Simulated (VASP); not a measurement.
# Sc3BP4 (P1) in VASP: single point with PBE

Aim: the single point of Sc3BP4 with PBE.

Everything below comes from runs of VASP 6.6.1. Logs are shortened: lines on timing, memory, paths and dates and some standing lists are left out, and cuts for length are marked.

## Step 1: The cell of the first run

The typed cell holds 8 atoms: a = 5.306 Å, b = 5.309 Å, c = 5.310 Å, α = 90.52°, β = 90.56°, γ = 90.55°.

## Step 2: Single point, PBE

The input, INCAR:

```
  PREC = Accurate
  ENCUT = 520
  EDIFF = 1E-7
  ISMEAR = 0
  SIGMA = 0.2
  LREAL = False
  LASPH = True
  NELM = 80
  ALGO = Normal
  ISIF = 2
  LWAVE = False
  LCHARG = False
  GGA = PE
  NBANDS = 38
```

The input, KPOINTS:

```
Automatic mesh
0
Gamma
  6 6 6
```

The input, POSCAR:

```
Sc3BP4
1.0
    3.7696678027      2.1767900837      3.0335120397
   -3.7717154754      2.1767213375      3.0365007171
   -0.0010647339     -4.3562769376      3.0369336553
Sc B P
3 1 4
Direct
    0.7595542441      0.7595639377      0.2527353646
    0.2527321648      0.7596178976      0.7595246979
    0.7595962911      0.2528046446      0.7595944552
    0.1347889497      0.1347139559      0.1348098220
    0.7494620817      0.7495838974      0.7494814326
    0.2601141879      0.2601025939      0.8232806288
    0.8231908716      0.2601429809      0.2601312974
    0.2600965992      0.8230054822      0.2599776915
```

Potentials or basis: VASP PAW PBE potentials, release 64 (Sc_sv, B, P).

Started as:

```bash
cat potpaw_PBE.64/Sc_sv/POTCAR potpaw_PBE.64/B/POTCAR potpaw_PBE.64/P/POTCAR > POTCAR
mpirun -np 1 vasp_std > vasp.out
```

OUTCAR:

```text
PREC = Accurate
   ENCUT = 520
   EDIFF = 1E-7
   ISMEAR = 0
   LREAL = False
   LASPH = True
   NELM = 80
   ISIF = 2
   GGA = PE

 ion  position               nearest neighbor table
   1  0.760  0.760  0.253-   5 2.64   5 2.67   8 2.67   8 2.68   7 2.68   7 2.68
   2  0.253  0.760  0.760-   5 2.64   5 2.67   6 2.68   8 2.68   6 2.68   8 2.68
   3  0.760  0.253  0.760-   5 2.64   5 2.67   6 2.67   6 2.68   7 2.68   7 2.68
   4  0.135  0.135  0.135-   7 1.91   8 1.91   6 1.91
   5  0.749  0.750  0.749-   2 2.64   3 2.64   1 2.64   2 2.67   3 2.67   1 2.67
   6  0.260  0.260  0.823-   4 1.91   3 2.67   2 2.68   3 2.68   2 2.68
   7  0.823  0.260  0.260-   4 1.91   1 2.68   3 2.68   1 2.68   3 2.68
   8  0.260  0.823  0.260-   4 1.91   1 2.67   1 2.68   2 2.68   2 2.68

  LATTYP: Found a triclinic cell.
 ALAT       =     5.3057521339
 B/A-ratio  =     1.4216964764
 C/A-ratio  =     1.0005909997
 COS(alpha) =     0.0002960012
 COS(beta)  =     0.0095353198
 COS(gamma) =     0.7102347009

  Lattice vectors:

 A1 = (  -3.7696678027,  -2.1767900837,  -3.0335120397)
 A2 = (  -3.7707325366,  -6.5330670213,   0.0034216156)
 A3 = (  -3.7717154754,   2.1767213375,   3.0365007171)

Analysis of symmetry for initial positions (statically):
=====================================================================
 Subroutine PRICEL returns:
 Original cell was already a primitive cell.

 Routine SETGRP: Setting up the symmetry group for a
 triclinic supercell.

 Subroutine GETGRP returns: Found  1 space group operations
 (whereof  1 operations were pure point group operations)
 out of a pool of  2 trial point group operations.

The static configuration has the point symmetry C_1 .

Analysis of symmetry for dynamics (positions and initial velocities):
=====================================================================
 Subroutine PRICEL returns:
 Original cell was already a primitive cell.

 Routine SETGRP: Setting up the symmetry group for a
 triclinic supercell.

 Subroutine GETGRP returns: Found  1 space group operations
 (whereof  1 operations were pure point group operations)
 out of a pool of  2 trial point group operations.

The dynamic configuration has the point symmetry C_1 .

 Subroutine INISYM returns: Found  1 space group operations
 (whereof  1 operations are pure point group operations),
 and found     1 'primitive' translations

----------------------------------------------------------------------------------------

                                     Primitive cell

  volume of cell :     149.5606

  direct lattice vectors                    reciprocal lattice vectors
     3.769667803  2.176790084  3.033512040     0.132644514  0.076565718  0.109874874
    -3.771715475  2.176721338  3.036500717    -0.132558858  0.076567351  0.109784238
    -0.001064734 -4.356276938  3.036933655     0.000044893 -0.153035890  0.109759833

  length of vectors
     5.305752134  5.308887832  5.310378133     0.188492345  0.188379906  0.188327392

  position of ions in fractional coordinates (direct lattice)
     0.759554244  0.759563938  0.252735365
     0.252732165  0.759617898  0.759524698
     0.759596291  0.252804645  0.759594455
     0.134788950  0.134713956  0.134809822
     0.749462082  0.749583897  0.749481433
     0.260114188  0.260102594  0.823280629
     0.823190872  0.260142981  0.260131297
     0.260096599  0.823005482  0.259977691

  ion indices of the primitive-cell ions
   primitive index   ion index
                 1           1
                 2           2
                 3           3
                 4           4
                 5           5
                 6           6
                 7           7
                 8           8

----------------------------------------------------------------------------------------

 KPOINTS: Automatic mesh

Automatic generation of k-mesh.
 Grid dimensions read from file:
 generate k-points for:    6    6    6

 Generating k-lattice:

  Cartesian coordinates                     Fractional coordinates (reciprocal lattice)
     0.022107419  0.012760953  0.018312479     0.166666667 -0.000000000  0.000000000
    -0.022093143  0.012761225  0.018297373    -0.000000000  0.166666667  0.000000000
     0.000007482 -0.025505982  0.018293305     0.000000000  0.000000000  0.166666667

  Length of vectors
     0.031415391  0.031396651  0.031387899

  Shift w.r.t. Gamma in fractional coordinates (k-lattice)
     0.000000000  0.000000000  0.000000000

 Subroutine IBZKPT returns following result:
 ===========================================

 Found    112 irreducible k-points:

 Following reciprocal coordinates:
            Coordinates               Weight
  0.000000  0.000000  0.000000      1.000000
  0.166667  0.000000  0.000000      2.000000
  0.333333  0.000000  0.000000      2.000000
  0.500000  0.000000  0.000000      1.000000
  0.000000  0.166667 -0.000000      2.000000
  0.166667  0.166667  0.000000      2.000000
[... 16 lines left out ...]
  0.333333  0.000000  0.166667      2.000000
  0.500000 -0.000000  0.166667      2.000000
 [... further k-points ...]
   k-points           NKPTS =    112   k-points in BZ     NKDIM =    112   number of bands    NBANDS=     38
   number of dos      NEDOS =    301   number of ions     NIONS =      8
   total plane-waves  NPLWV =  64000
   dimension x,y,z NGX =    40 NGY =   40 NGZ =   40
   dimension x,y,z NGXF=    80 NGYF=   80 NGZF=   80
   ions per type =               3   1   4
   NGX,Y,Z   is equivalent  to a cutoff of  12.53, 12.53, 12.52 a.u.
   NGXF,Y,Z  is equivalent  to a cutoff of  25.07, 25.05, 25.04 a.u.
 SYSTEM =  unknown system
   PREC   = accura    normal or accurate (medium, high low for compatibility)
   ISTART =      0    job   : 0-new  1-cont  2-samecut
   ICHARG =      2    charge: 1-file 2-atom 10-const
   ISPIN  =      1    spin polarized calculation?
   LNONCOLLINEAR =      F non collinear calculations
   LSORBIT =      F    spin-orbit coupling
   LASPH  =      T    aspherical Exc in radial PAW
   ENCUT  =  520.0 eV  38.22 Ry    6.18 a.u.   9.87  9.87  9.87*2*pi/ulx,y,z
   NELM   =     80;   NELMIN=  2; NELMDL= -5     # of ELM steps
   EDIFF  = 0.1E-06   stopping-criterion for ELM
   LREAL  =      F    real-space projection
   EDIFFG = 0.1E-05   stopping-criterion for IOM
   NSW    =      0    number of steps for IOM
   IBRION =     -1    ionic relax: 0-MD 1-quasi-New 2-CG
   NFREE  =      0    steps in history (QN), initial steepest desc. (CG)
   ISIF   =      2    stress and relaxation
   ISYM   =      2    0-nonsym 1-usesym 2-fastsym
   POTIM  = 0.5000    time-step for ionic-motion
   TEBEG  =    0.0;   TEEND  =   0.0 temperature during run
   PSTRESS=    0.0 pullay stress
   NELECT =      56.0000    total number of electrons
   NUPDOWN=      -1.0000    fix difference up-down
   EMIN   =  10.00;   EMAX   =-10.00  energy-range for DOS
   EFERMI =   0.00;   METHOD = LEGACY
   ISMEAR =     0;   SIGMA  =   0.20  broadening in eV -4-tet -1-fermi 0-gaus
   EFERMI_NEDOS =   21; number of points for ismear=-14 and -15
   IALGO  =     38    algorithm
   IMIX   =      4    mixing-type and parameters
     AMIX     =   0.40;   BMIX     =  1.00
     AMIX_MAG =   1.60;   BMIX_MAG =  1.00
  volume/ion in A,a.u.               =      18.70       126.16
  Fermi-wavevector in a.u.,A,eV,Ry     =   1.179954  2.229790 18.943276  1.392291
  Thomas-Fermi vector in A             =   2.316255
   LORBIT       =      0    0 simple, 1 ext, 2 COOP (PROOUT), +10 PAW based schemes
   GGA     = PE    functional components
   LHFCALC =     F    Hartree Fock is set to
   AEXX    =    0.0000 exact exchange contribution
   IVDW    =     0    specifies the selected vdW correction
   LEPSILON=     F    determine dielectric tensor
   LRPA    =     F    only Hartree local field effects (RPA)
 non-spin polarized calculation
 Gauss-broadening in eV      SIGMA  =   0.20
  energy-cutoff  :      520.00
  volume of cell :      149.56
 maximum number of plane-waves:      4051
   NGX = 19   NGY = 19   NGZ = 19

 number of electron      56.0000002 magnetization

 Free energy of the ion-electron system (eV)
  ---------------------------------------------------
  ext. energy  EPLUGINS =         0.00000000
  ---------------------------------------------------
  free energy    TOTEN  =       -54.86050808 eV

  energy without entropy =      -54.84377984  energy(sigma->0) =      -54.85214396

 E-fermi :   4.8116     XC(G=0): -10.0668

 val. band max:        4.7754308983   @ k =   0.0000   0.0000   0.0000
 cond. band min:       4.8468627411   @ k =   0.3333   0.0000   0.0000
 fundamental gap:      0.0714318428
 Fermi energy:         4.8116339792

 k-point     1 :       0.0000    0.0000    0.0000
  band No.  band energies     occupation
      1     -44.5409      2.00000
      2     -44.5301      2.00000
      3     -44.5299      2.00000
      4     -23.2618      2.00000
      5     -23.2295      2.00000
      6     -23.2294      2.00000
[... 30 lines left out ...]
     37       7.0982      0.00000
     38       7.8754      0.00000

 k-point     2 :       0.1667    0.0000    0.0000
  band No.  band energies     occupation
      1     -44.5402      2.00000
      2     -44.5305      2.00000
      3     -44.5300      2.00000
      4     -23.2594      2.00000
      5     -23.2297      2.00000
      6     -23.2294      2.00000
[... 30 lines left out ...]
     37       7.3569      0.00000
     38       7.9756      0.00000

 k-point     3 :       0.3333    0.0000    0.0000
  band No.  band energies     occupation
      1     -44.5386      2.00000
      2     -44.5322      2.00000
      3     -44.5300      2.00000
      4     -23.2533      2.00000
      5     -23.2308      2.00000
      6     -23.2300      2.00000
[... 30 lines left out ...]
     37       7.8699      0.00000
[... 781 lines left out ...]
 k-point    23 :       0.3333    0.0000    0.1667
  band No.  band energies     occupation
      1     -44.5380      2.00000
      2     -44.5323      2.00000
      3     -44.5305      2.00000
      4     -23.2575      2.00000
      5     -23.2330      2.00000
      6     -23.2239      2.00000
[... 30 lines left out ...]
     37       7.8951      0.00000
     38       8.0568      0.00000

 k-point    24 :       0.5000   -0.0000    0.1667
  band No.  band energies     occupation
      1     -44.5368      2.00000
      2     -44.5334      2.00000
      3     -44.5305      2.00000
      4     -23.2516      2.00000
      5     -23.2360      2.00000
      6     -23.2257      2.00000
[... 30 lines left out ...]
     37       7.7811      0.00000
     38       7.9860      0.00000

 [... further k-points ...]

------------------------ aborting loop because EDIFF is reached ----------------------------------------

  FORCE on cell =-STRESS in cart. coord.  units (eV):
  Direction    XX          YY          ZZ          XY          YZ          ZX
  --------------------------------------------------------------------------------------
  -------------------------------------------------------------------------------------
  Total        0.1066250      0.0607277      0.0648863      0.0113954      0.0383070      0.0425823
  in kB        1.1422269      0.6505497      0.6950986      0.1220744      0.4103664      0.4561650
  external PRESSURE =       0.8292917 kB  Pullay stress =       0.0000000 kB

 VOLUME and BASIS-vectors are now :
 -----------------------------------------------------------------------------
  energy-cutoff  :      520.00
  volume of cell :      149.56
      direct lattice vectors                 reciprocal lattice vectors
     3.769667803  2.176790084  3.033512040     0.132644514  0.076565718  0.109874874
    -3.771715475  2.176721338  3.036500717    -0.132558858  0.076567351  0.109784238
    -0.001064734 -4.356276938  3.036933655     0.000044893 -0.153035890  0.109759833

 POSITION                                       TOTAL-FORCE (eV/Angst)
 -----------------------------------------------------------------------------------
     -0.00186      2.20576      5.37807        -0.000132     -0.002280      0.000322
     -1.91315     -1.10508      5.37987         0.000129      0.000384     -0.000825
      1.90911     -1.10524      5.37872        -0.002742      0.002185     -0.001541
     -0.00014     -0.00063      1.22735        -0.000719      0.000339     -0.006874
     -0.00279     -0.00189      6.82574         0.003031      0.000951      0.003160
     -0.00137     -2.45405      4.07911         0.000025     -0.002672      0.001716
      2.12169      1.22497      4.07709         0.003801      0.001329      0.001003
     -2.12394      1.22509      4.07760        -0.003393     -0.000236      0.003038
 -----------------------------------------------------------------------------------
    total drift:                                0.000023     -0.000000      0.000568

  FREE ENERGIE OF THE ION-ELECTRON SYSTEM (eV)
  ---------------------------------------------------
  free  energy   TOTEN  =       -54.8605080798 eV

  energy  without entropy=      -54.8437798353  energy(sigma->0) =      -54.85214396
```

Run time: 7.7 min. Hardware: 1 thread of Intel Xeon Platinum 8488C (Sapphire Rapids), shared host; peak memory 0.6 GiB.

Results:

| Item | Value |
| --- | --- |
| Free energy | -54.8605 eV |
| Pressure | 0.1 GPa |
| Largest force | 0.007 eV/Å |
| Band gap on the k mesh | zero (bands 28 and 29 overlap by 0.01 eV) |

Forces on the atoms (eV/Å):
```
Sc   0.000 -0.002  0.000
Sc   0.000  0.000 -0.001
Sc  -0.003  0.002 -0.002
B   -0.001  0.000 -0.007
P    0.003  0.001  0.003
P    0.000 -0.003  0.002
P    0.004  0.001  0.001
P   -0.003  0.000  0.003
```

Levels at points of the mesh, in eV from the Fermi level:
```tsv
k point	band 24	band 25	band 26	band 27	band 28	band 29	band 30	band 31	band 32	band 33
(0.00, 0.00, 0.00)	-0.85	-0.85	-0.54	-0.04	-0.04	0.50	0.64	0.65	1.76	1.76
(0.50, 0.00, 0.00)	-2.26	-1.31	-1.03	-0.53	-0.22	0.05	1.08	1.81	1.82	2.37
(0.00, 0.50, 0.00)	-2.26	-1.30	-1.03	-0.53	-0.22	0.04	1.08	1.81	1.81	2.37
(0.50, 0.50, 0.00)	-1.80	-1.68	-1.66	-1.52	-0.72	1.24	2.05	2.21	2.26	2.72
(0.00, 0.00, 0.50)	-2.26	-1.30	-1.03	-0.53	-0.22	0.04	1.08	1.81	1.82	2.37
(0.50, 0.00, 0.50)	-1.79	-1.68	-1.66	-1.52	-0.72	1.24	2.05	2.21	2.26	2.72
(0.00, 0.50, 0.50)	-1.79	-1.68	-1.66	-1.52	-0.73	1.24	2.05	2.21	2.26	2.72
(0.50, 0.50, 0.50)	-1.91	-1.90	-1.70	-0.94	-0.93	1.06	2.20	2.72	2.73	2.83
```
